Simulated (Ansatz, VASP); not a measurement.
RbBr in VASP and in Ansatz

```xyz
2
Lattice="0.0000 3.3812 3.3812 3.3812 0.0000 3.3812 3.3812 3.3812 0.0000" Properties=species:S:1:pos:R:3 pbc="T T T"
Rb    0.0000    0.0000    0.0000
Br    3.3812    3.3812    3.3812
```

Change from the starting cell: volume scaled by 0.96.

Alike in both runs: task single point; functional PBEsol; k mesh 7 × 7 × 7; occupations fermi-dirac, width 0.03 eV; no spin polarisation.

```csv
,VASP,Ansatz
version,VASP 6.6.1,Ansatz 0.2.0
potentials or method,"VASP PAW PBE potentials, release 64 (Rb_sv, Br), cutoff 520 eV","all-electron LAPW, scalar-relativistic"
```

```tsv
	VASP	Ansatz	Ansatz less VASP
gap on the k mesh at the Fermi level (eV)	4.31	4.31	+0.004
pressure (GPa)	0.6	0.6	-0.04
```

VASP's potentials were made for PBE, not for PBEsol. Ansatz ran all-electron here, and VASP with PAW potentials.
